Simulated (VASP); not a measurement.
# BaS (Fm-3m) in VASP: further runs, part 2 of 2

VASP 6.6.1. Earlier steps stand in the parts before.

## Step 3: Single point, PBEsol

This run uses another cell than the first one, of 31.74 Å³/atom.

File INCAR:

```
  PREC = Accurate
  ENCUT = 500
  EDIFF = 1E-6
  ISMEAR = 0
  SIGMA = 0.02
  LREAL = False
  LASPH = True
  NELM = 120
  ALGO = Normal
  ISIF = 2
  LWAVE = False
  LCHARG = True
  GGA = PS
  LELF = True
  LVHAR = True
  NBANDS = 15
  GGA_COMPAT = False
```

File KPOINTS:

```
regular mesh
0
Gamma
  8 8 8
```

File POSCAR:

```
BaS
1.0
    0.0000000000      3.1661429452      3.1661429452
    3.1661429452      0.0000000000      3.1661429452
    3.1661429452      3.1661429452      0.0000000000
Ba S
1 1
Direct
    0.0000000000      0.0000000000      0.0000000000
    0.5000000000      0.5000000000      0.5000000000
```

Potentials or basis: VASP PAW PBE potentials, release 64 (Ba_sv, S).

Command:

```console
cat potpaw_PBE.64/Ba_sv/POTCAR potpaw_PBE.64/S/POTCAR > POTCAR
mpirun -np 1 vasp_std > vasp.out
```

OUTCAR:

```text
PREC = Accurate
   ENCUT = 500
   EDIFF = 1E-6
   ISMEAR = 0
   LREAL = False
   LASPH = True
   NELM = 120
   ISIF = 2
   GGA = PS

 ion  position               nearest neighbor table
   1  0.000  0.000  0.000-   2 3.17   2 3.17   2 3.17   2 3.17   2 3.17   2 3.17
   2  0.500  0.500  0.500-   1 3.17   1 3.17   1 3.17   1 3.17   1 3.17   1 3.17

  LATTYP: Found a face centered cubic cell.
 ALAT       =     6.3322858904

  Lattice vectors:

 A1 = (   0.0000000000,   3.1661429452,   3.1661429452)
 A2 = (   3.1661429452,   0.0000000000,   3.1661429452)
 A3 = (   3.1661429452,   3.1661429452,   0.0000000000)

Analysis of symmetry for initial positions (statically):
=====================================================================
 Subroutine PRICEL returns:
 Original cell was already a primitive cell.

 Routine SETGRP: Setting up the symmetry group for a
 face centered cubic supercell.

 Subroutine GETGRP returns: Found 48 space group operations
 (whereof 48 operations were pure point group operations)
 out of a pool of 48 trial point group operations.

The static configuration has the point symmetry O_h .

Analysis of symmetry for dynamics (positions and initial velocities):
=====================================================================
 Subroutine PRICEL returns:
 Original cell was already a primitive cell.

 Routine SETGRP: Setting up the symmetry group for a
 face centered cubic supercell.

 Subroutine GETGRP returns: Found 48 space group operations
 (whereof 48 operations were pure point group operations)
 out of a pool of 48 trial point group operations.

The dynamic configuration has the point symmetry O_h .

 Subroutine INISYM returns: Found 48 space group operations
 (whereof 48 operations are pure point group operations),
 and found     1 'primitive' translations

----------------------------------------------------------------------------------------

                                     Primitive cell

  volume of cell :      63.4778

  direct lattice vectors                    reciprocal lattice vectors
[... 118 lines left out ...]
 non-spin polarized calculation
 Gauss-broadening in eV      SIGMA  =   0.02
  energy-cutoff  :      500.00
  volume of cell :       63.48
 maximum number of plane-waves:      1639
 NGX is ok and might be reduce to    36
   NGX = 17   NGY = 17   NGZ = 17

 number of electron      15.9999999 magnetization

 Free energy of the ion-electron system (eV)
  ---------------------------------------------------
  ext. energy  EPLUGINS =         0.00000000
  ---------------------------------------------------
  free energy    TOTEN  =       -10.71719712 eV

  energy without entropy =      -10.71719712  energy(sigma->0) =      -10.71719712

 E-fermi :   1.6149     XC(G=0):  -8.9325

 val. band max:        1.4798552792   @ k =   0.0000   0.0000   0.0000
 cond. band min:       3.4130047739   @ k =   0.5000   0.5000   0.0000
 fundamental gap:      1.9331494946
 Fermi energy:         1.6148821315

 k-point     1 :       0.0000    0.0000    0.0000
  band No.  band energies     occupation
      1     -24.4762      2.00000
      2      -9.5152      2.00000
      3      -9.5152      2.00000
      4      -9.5152      2.00000
      5      -8.9141      2.00000
      6       1.4799      2.00000
      7       1.4799      2.00000
      8       1.4799      2.00000
      9       5.0142      0.00000
     10       5.2634      0.00000
     11       5.2634      0.00000
     12       5.2634      0.00000
     13       6.2454      0.00000
     14       6.2454      0.00000
[... 401 lines left out ...]
      2     -10.5777      2.00000
      3      -9.7364      2.00000
      4      -9.6345      2.00000
      5      -7.8522      2.00000
      6      -0.0887      2.00000
      7       0.5687      2.00000
      8       0.6588      2.00000
      9       6.0998      0.00000
     10       6.3058      0.00000
     11       8.2017      0.00000
     12       8.4454      0.00000
     13       9.4203      0.00000
     14      10.3344      0.00000
     15      11.0496      0.00000

 [... further k-points ...]

------------------------ aborting loop because EDIFF is reached ----------------------------------------

  FORCE on cell =-STRESS in cart. coord.  units (eV):
  Direction    XX          YY          ZZ          XY          YZ          ZX
  --------------------------------------------------------------------------------------
  -------------------------------------------------------------------------------------
  Total        0.2646332      0.2646332      0.2646332      0.0000000      0.0000000      0.0000000
  in kB        6.6793379      6.6793379      6.6793379      0.0000000      0.0000000      0.0000000
  external PRESSURE =       6.6793379 kB  Pullay stress =       0.0000000 kB

 VOLUME and BASIS-vectors are now :
 -----------------------------------------------------------------------------
  energy-cutoff  :      500.00
  volume of cell :       63.48
      direct lattice vectors                 reciprocal lattice vectors
     0.000000000  3.166142945  3.166142945    -0.157920855  0.157920855  0.157920855
     3.166142945  0.000000000  3.166142945     0.157920855 -0.157920855  0.157920855
     3.166142945  3.166142945  0.000000000     0.157920855  0.157920855 -0.157920855

 POSITION                                       TOTAL-FORCE (eV/Angst)
 -----------------------------------------------------------------------------------
      0.00000      0.00000      0.00000         0.000000      0.000000      0.000000
      3.16614      3.16614      3.16614        -0.000000      0.000000     -0.000000
 -----------------------------------------------------------------------------------
    total drift:                                0.000000      0.000000      0.000000

  FREE ENERGIE OF THE ION-ELECTRON SYSTEM (eV)
  ---------------------------------------------------
  free  energy   TOTEN  =       -10.7171971240 eV

  energy  without entropy=      -10.7171971240  energy(sigma->0) =      -10.71719712
```

OSZICAR:

```text
N       E                     dE             d eps       ncg     rms          rms(c)
DAV:   1     0.772008935296E+02    0.77201E+02   -0.66612E+03   870   0.903E+02
DAV:   2    -0.695841634840E+01   -0.84159E+02   -0.75666E+02  1219   0.166E+02
DAV:   3    -0.110703350798E+02   -0.41119E+01   -0.40850E+01  1205   0.384E+01
DAV:   4    -0.111425897472E+02   -0.72255E-01   -0.72242E-01  1094   0.518E+00
DAV:   5    -0.111444924891E+02   -0.19027E-02   -0.19026E-02  1201   0.702E-01    0.478E+00
DAV:   6    -0.107211477620E+02    0.42334E+00   -0.54939E-01  1003   0.454E+00    0.329E+00
DAV:   7    -0.107123918187E+02    0.87559E-02   -0.13767E-01  1088   0.208E+00    0.178E+00
DAV:   8    -0.107174612689E+02   -0.50695E-02   -0.19471E-02   968   0.900E-01    0.227E-01
DAV:   9    -0.107167865946E+02    0.67467E-03   -0.27932E-03  1108   0.334E-01    0.106E-01
DAV:  10    -0.107171918983E+02   -0.40530E-03   -0.48599E-04   940   0.154E-01    0.276E-02
DAV:  11    -0.107171962618E+02   -0.43636E-05   -0.49691E-05  1178   0.457E-02    0.584E-03
DAV:  12    -0.107171971240E+02   -0.86218E-06   -0.40214E-06   998   0.120E-02
   1 F= -.10717197E+02 E0= -.10717197E+02  d E =-.105890E-23
```

It took 37 s on 1 thread of Intel Xeon 8259CL, shared host; peak memory 0.21 GiB.

What came out:

| Property | Result |
| --- | --- |
| Free energy | -10.7172 eV |
| Pressure | 0.7 GPa |
| Band gap on the k mesh | 1.93 eV (least direct gap 2.06 eV) |

Levels at points of the mesh, in eV from the valence-band top:
```
           k point  band 4  band 5  band 6  band 7  band 8  band 9  band 10  band 11  band 12  band 13
(0.00, 0.00, 0.00)  -11.00  -10.39    0.00    0.00    0.00    3.53     3.78     3.78     3.78     4.77
(0.50, 0.00, 0.00)  -11.04   -9.00   -2.05   -1.16   -1.16    5.55     5.60     6.36     6.36     8.95
(0.50, 0.50, 0.00)  -11.21  -10.30   -0.51   -0.12   -0.12    1.93     5.97     6.08     7.62     7.62
```

Caveat: the PAW data sets were made with another functional, which shifts forces and pressure a little; spin-orbit coupling is left out, which moves the levels of the heavy elements.

## Step 4: Relaxation of cell and atoms, PBEsol

File INCAR:

```
SYSTEM = BaS
ALGO     = Normal         ! electronic algorithm
EDIFF    = 1E-7           ! SCF threshold, eV
EDIFFG   = -0.002         ! ionic threshold
ENCUT    = 500            ! plane-wave cutoff, eV
GGA      = PS             ! functional
GGA_COMPAT= .FALSE.      
IBRION   = 2              ! ionic algorithm
ISIF     = 3              ! what is computed and relaxed
ISMEAR   = 0              ! smearing method
LASPH    = .TRUE.         ! aspherical terms in the spheres
LCHARG   = .FALSE.        ! write CHGCAR
LREAL    = .FALSE.        ! projectors in reciprocal space
LWAVE    = .FALSE.        ! write WAVECAR
NELM     = 120            ! most SCF steps
NELMIN   = 4            
NSW      = 100            ! ionic steps
PREC     = Accurate       ! precision mode
SIGMA    = 0.02           ! smearing width, eV
```

File KPOINTS:

```
k-points
0
G
  8 8 8
  0 0 0
```

File POSCAR:

```
BaS
1.0
    0.0000000000      3.1850000000      3.1850000000
    3.1850000000      0.0000000000      3.1850000000
    3.1850000000      3.1850000000      0.0000000000
Ba S
1 1
Direct
    0.0000000000      0.0000000000      0.0000000000
    0.5000000000      0.5000000000      0.5000000000
```

Potentials or basis: VASP PAW PBE potentials, release 64 (Ba_sv, S).

Command:

```console
cat potpaw_PBE.64/Ba_sv/POTCAR potpaw_PBE.64/S/POTCAR > POTCAR
mpirun -np 1 vasp_std > vasp.out
```

OUTCAR:

```text
SYSTEM = BaS
   EDIFF = 1E-7
   EDIFFG = -0.002
   ENCUT = 500
   GGA = PS
   IBRION = 2
   ISIF = 3
   ISMEAR = 0
   LASPH = .TRUE.
   LREAL = .FALSE.
   NELM = 120
   NELMIN = 4
   NSW = 100
   PREC = Accurate

 ion  position               nearest neighbor table
   1  0.000  0.000  0.000-   2 3.19   2 3.19   2 3.19   2 3.19   2 3.19   2 3.19
   2  0.500  0.500  0.500-   1 3.19   1 3.19   1 3.19   1 3.19   1 3.19   1 3.19

  LATTYP: Found a face centered cubic cell.
 ALAT       =     6.3700000000

  Lattice vectors:

 A1 = (   0.0000000000,   3.1850000000,   3.1850000000)
 A2 = (   3.1850000000,   0.0000000000,   3.1850000000)
 A3 = (   3.1850000000,   3.1850000000,   0.0000000000)

Analysis of symmetry for initial positions (statically):
=====================================================================
 Subroutine PRICEL returns:
[... 269 lines left out ...]
      6       1.4046      2.00000
      7       1.4046      2.00000
      8       1.4046      2.00000
      9       4.8706      0.00000
     10       5.1891      0.00000
     11       5.1891      0.00000
     12       5.1891      0.00000
[... 331 lines left out ...]
 k-point    24 :      -0.3750    0.2500    0.1250
  band No.  band energies     occupation
      1     -24.5378      2.00000
      2     -10.6385      2.00000
      3      -9.8447      2.00000
      4      -9.7481      2.00000
      5      -7.9578      2.00000
      6      -0.1416      2.00000
      7       0.5096      2.00000
      8       0.5927      2.00000
      9       6.0050      0.00000
     10       6.2066      0.00000
     11       8.0683      0.00000
     12       8.2907      0.00000

 [... further k-points ...]

------------------------ aborting loop because EDIFF is reached ----------------------------------------

  FORCE on cell =-STRESS in cart. coord.  units (eV):
  Direction    XX          YY          ZZ          XY          YZ          ZX
  --------------------------------------------------------------------------------------
  -------------------------------------------------------------------------------------
  Total        0.0002283      0.0002283      0.0002283     -0.0000000     -0.0000000      0.0000000
  in kB        0.0056811      0.0056811      0.0056811     -0.0000000     -0.0000000      0.0000000
  external PRESSURE =       0.0056811 kB  Pullay stress =       0.0000000 kB
[... 17 lines left out ...]
  FREE ENERGIE OF THE ION-ELECTRON SYSTEM (eV)
  ---------------------------------------------------
  free  energy   TOTEN  =       -10.7192292906 eV

  energy  without entropy=      -10.7192292906  energy(sigma->0) =      -10.71922929

 reached required accuracy - stopping structural energy minimisation
```

CONTCAR:

```text
BaS
   1.00000000000000
     0.0000000000000000    3.1810609468861690    3.1810609468861690
     3.1810609468861690    0.0000000000000000    3.1810609468861690
     3.1810609468861690    3.1810609468861690   -0.0000000000000000
  Ba              S
     1     1
Direct
     0.0000000000000000    0.0000000000000000    0.0000000000000000
     0.5000000000000000    0.5000000000000000    0.5000000000000000

  0.00000000E+00  0.00000000E+00  0.00000000E+00
  0.00000000E+00  0.00000000E+00  0.00000000E+00
```

It took 80 s on 1 thread of Intel Xeon 8259CL, shared host; peak memory 0.21 GiB.

What came out:

```
Free energy                           : -10.7192 eV
Relaxed volume                        : 32.19 Å³/atom
Relaxed cell                          : a = 4.499 Å, b = 4.499 Å, c = 4.499 Å, α = 60.00°, β = 60.00°, γ = 60.00°
Space group after relaxing (to 0.1 Å) : Fm-3m (No. 225)
Energy gained by relaxing             : 0.1 meV/atom
Ionic steps                           : 3
Pressure after relaxing               : 0.0 GPa
Band gap on the k mesh                : 1.96 eV (least direct gap 2.09 eV)
```

The path:
| step | energy change (eV) | largest force (eV/Å) | pressure (GPa) | volume (Å³) |
| --- | --- | --- | --- | --- |
| 1 | 0.0000 | 0.0000 | -0.17 | 64.62 |
| 2 | -0.0001 | 0.0000 | 0.06 | 64.30 |
| 3 | -0.0001 | 0.0000 | 0.00 | 64.38 |

Final structure:
```cif
data_structure
_symmetry_space_group_name_H-M 'P 1'
_symmetry_Int_Tables_number 1
_cell_length_a 4.4987
_cell_length_b 4.4987
_cell_length_c 4.4987
_cell_angle_alpha 60.000
_cell_angle_beta 60.000
_cell_angle_gamma 60.000
_cell_volume 64.38
loop_
_atom_site_label
_atom_site_type_symbol
_atom_site_fract_x
_atom_site_fract_y
_atom_site_fract_z
_atom_site_occupancy
Ba1 Ba 0.00000 0.00000 0.00000 1
S1 S 0.50000 0.50000 0.50000 1
```

Levels at points of the mesh, in eV from the valence-band top:
```
           k point  band 6  band 7  band 8  band 9  band 10  band 11
(0.00, 0.00, 0.00)    0.00    0.00    0.00    3.47     3.78     3.78
(0.50, 0.00, 0.00)   -2.02   -1.13   -1.13    5.51     5.56     6.31
(0.50, 0.50, 0.00)   -0.53   -0.13   -0.13    1.96     5.93     6.00
```

Caveat: the PAW data sets were made with another functional, which shifts forces and pressure a little; spin-orbit coupling is left out, which moves the levels of the heavy elements. A k mesh can miss the band edges.

## Step 5: Overview

```csv
task,cell,k mesh,smearing,gap on the mesh (eV),pressure (GPa)
single point,"a = 4.504 Å, angles 60.0°, 2 atoms",6 × 6 × 6,gaussian 0.1 eV,1.97,-0.2
single point,"a = 4.478 Å, angles 60.0°, 2 atoms",8 × 8 × 8,gaussian 0.02 eV,1.93,0.7
relaxation of cell and atoms,"relaxed from a = 4.504 Å, angles 60.0°, 2 atoms",8 × 8 × 8,gaussian 0.02 eV,1.96,0.0
```

Alike in all rows: level PBEsol; potentials or basis VASP PAW PBE potentials, release 64 (Ba_sv, S); no spin polarisation; cutoff (eV) 500.

Caveats: the PAW data sets were made with another functional, which shifts forces and pressure a little; spin-orbit coupling is left out, which moves the levels of the heavy elements.

Total energies depend on the potentials used, so only differences within one code and one set of settings carry meaning.
